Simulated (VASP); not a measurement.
Set up this calculation in VASP 6.6.1, as the native input.

| Quantity | Value |
| --- | --- |
| Task | single point |
| Functional | PBEsol |
| Potentials or basis | VASP PAW PBE potentials, release 64 (Ta_pv, N) |
| Cutoff | 520 eV |
| k mesh | 21 × 21 × 18 |
| Occupations | gaussian, width 0.15 eV |
| Spin | no spin polarisation |
| Dipole correction | no |
| Further INCAR settings | ALGO = Normal; EDIFF = 1e-07; NBANDS = 15 |

The structure of TaN lies in POSCAR:

```
TaN
1.0
    2.8249053928      0.0000000000      0.0000000000
   -1.4124526964      2.4464398335      0.0000000000
    0.0000000000      0.0000000000      2.8297077320
Ta N
1 1
Direct
    0.3333333333      0.6666666667      0.5000000000
    0.0000000000      0.0000000000      0.0000000000
```

One way to write it, as run:

INCAR

```
SYSTEM = TaN
  PREC = Accurate
  ENCUT = 520
  EDIFF = 1E-7
  ISMEAR = 0
  SIGMA = 0.15
  LREAL = .False.
  LASPH = .True.
  NELM = 80
  ALGO = Normal
  ISIF = 2
  LWAVE = .False.
  LCHARG = .False.
  GGA = PS
  NBANDS = 15
```

KPOINTS

```
regular mesh
0
Gamma
  21 21 18
  0 0 0
```

Potentials or basis: VASP PAW PBE potentials, release 64 (Ta_pv, N).

Command:

```sh
$ cat potpaw_PBE.64/Ta_pv/POTCAR potpaw_PBE.64/N/POTCAR > POTCAR
$ mpirun -np 1 vasp_std > vasp.out
```

It gave:

The pressure is 37.0 GPa and the band gap on the k mesh is zero (bands 8 and 9 overlap by 0.40 eV).

Caveat: the cell stands under pressure; the PAW data sets were made with another functional, which shifts forces and pressure a little; spin-orbit coupling is left out, which moves the levels of the heavy elements.

Run time: 120 s on 1 thread of Intel Xeon 8259CL, on a shared host, peak memory 0.26 GiB.
